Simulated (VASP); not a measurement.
A run of VASP 6.6.1:

Contents of INCAR:

```
ALGO     = Normal         # electronic algorithm
EDIFF    = 1E-8           # SCF threshold, eV
ENCUT    = 500            # plane-wave cutoff, eV
GGA_COMPAT= F            
IBRION   = 8              # ionic algorithm
ISIF     = 2              # what is computed and relaxed
ISMEAR   = -1             # smearing method
LASPH    = T              # aspherical terms in the spheres
LCHARG   = T              # write CHGCAR
LREAL    = F              # projectors in reciprocal space
LWAVE    = F              # write WAVECAR
NELM     = 120            # most SCF steps
NSW      = 1              # ionic steps
PREC     = Accurate       # precision mode
SIGMA    = 0.15           # smearing width, eV
```

The input KPOINTS:

```
k-points
0
Gamma
  12 12 8
```

The input POSCAR:

```
SnS2
1.0
    3.5197189294      0.0000000000      0.0000000000
   -1.7598594647      3.0481660071      0.0000000000
    0.0000000000      0.0000000000      4.9357351038
Sn S
1 2
Direct
    0.0000000000      0.0000000000      0.0000000000
    0.6666666667      0.3333333333      0.2953456808
    0.3333333333      0.6666666667      0.7046543192
```

Potentials or basis: VASP PAW LDA potentials, release 64 (Sn_d, S).

Run with:

```sh
$ cat potpaw_LDA.64/Sn_d/POTCAR potpaw_LDA.64/S/POTCAR > POTCAR
$ mpirun -np 1 vasp_std > vasp.out
```

Hardware: 1 thread of Oxide Virtual Turin-like Processor, on a shared host.

Question: How long does it take, and how much memory?

Answer: Wall time 69 min on 1 thread of Oxide Virtual Turin-like Processor, on a shared host, peak memory 0.99 GiB. Counts: scf iterations 98, k points 131.
